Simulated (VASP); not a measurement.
Write the native input for VASP 6.6.1 that does the following.

| Item | Value |
| --- | --- |
| Task | single point |
| Functional | PBE |
| Potentials or basis | VASP PAW PBE potentials, release 64 (Zr_sv, Si, O) |
| Cutoff | 520 eV |
| k mesh | 6 × 6 × 4 |
| Occupations | gaussian, width 0.01 eV |
| Spin | no spin polarisation |
| Dipole correction | no |
| Further INCAR settings | ALGO = Normal; EDIFF = 1e-06; NBANDS = 38 |

The structure of ZrSi2O6 lies in POSCAR:

```
ZrSi2O6
1.0
    4.9864376764     -2.5009873739     -0.0017101146
    4.9864376764      2.5009873739     -0.0017101146
   -0.1841713803      0.0000000000      5.8909796029
Zr Si O
1 2 6
Direct
    0.5434015373      0.4565984627      0.5000000000
    0.9860891071      0.5200311588      0.1547435135
    0.4799688412      0.0139108929      0.8452564865
    0.8765132425      0.3706119452      0.3163829314
    0.1529955175      0.3077840407      0.9299367630
    0.6293880548      0.1234867575      0.6836170686
    0.2086930586      0.5690136874      0.2967534063
    0.6922159593      0.8470044825      0.0700632370
    0.4309863126      0.7913069414      0.7032465937
```

One way to write it, as run:

INCAR

```
SYSTEM = ZrSi2O6
PREC = Accurate
ENCUT = 520
EDIFF = 1E-6
ISMEAR = 0
SIGMA = 0.01
LREAL = .FALSE.
LASPH = .TRUE.
NELM = 80
ALGO = Normal
ISIF = 2
LWAVE = .FALSE.
LCHARG = .FALSE.
GGA = PE
NBANDS = 38
```

KPOINTS

```
Automatic mesh
0
G
  6 6 4
  0 0 0
```

Potentials or basis: VASP PAW PBE potentials, release 64 (Zr_sv, Si, O).

Command:

```sh
$ cat potpaw_PBE.64/Zr_sv/POTCAR potpaw_PBE.64/Si/POTCAR potpaw_PBE.64/O/POTCAR > POTCAR
$ mpirun -np 1 vasp_std > vasp.out
```

It gave:

```yaml
Pressure: 0.2 GPa
Largest_force: 0.020 eV/Å
Band_gap_on_the_k_mesh: 5.17 eV (least direct gap 5.41 eV)
```

Run time: 8.4 min on 1 thread of Intel Xeon 8259CL (shared host), peak memory 0.4 GiB.
